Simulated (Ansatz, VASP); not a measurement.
# Two plane-wave programs on Ba

```
Ba
1.0
     1.95500   -3.65000    0.00000
     1.95500    3.65000    0.00000
     0.00000    0.00000    5.98500
Ba
1
Direct
  0.00000 0.00000 0.00000
```

Change from the starting cell: strain +0.000 along x and y, +0.050 along z, atoms carried along.

Alike in both runs: task single point; functional LDA; k mesh 14 × 14 × 8; occupations gaussian, width 0.15 eV; no spin polarisation.

```csv
,VASP,Ansatz
version,VASP 6.6.1,Ansatz 0.2.0
potentials or method,"VASP PAW LDA potentials, release 64 (Ba_sv), cutoff 520 eV","scalar-relativistic, plane waves, PAW"
valence electrons in the cell,10,10
```

Ansatz gave:

* gap on the k mesh at the Fermi level (eV): none
* pressure (GPa): -0.2
* traceless stress, the component that is largest in VASP (GPa): -1.74

Question: Estimate VASP's values.

Answer: gap on the k mesh at the Fermi level (eV): none; pressure (GPa): -0.2; traceless stress, the component that is largest in VASP (GPa): -1.78.

LDA's correlation is that of Perdew and Zunger in VASP and of Perdew and Wang (1992) in Ansatz. A gap of «none» marks a metal or a gap that the smearing closes.

Neither program's run includes spin-orbit coupling.
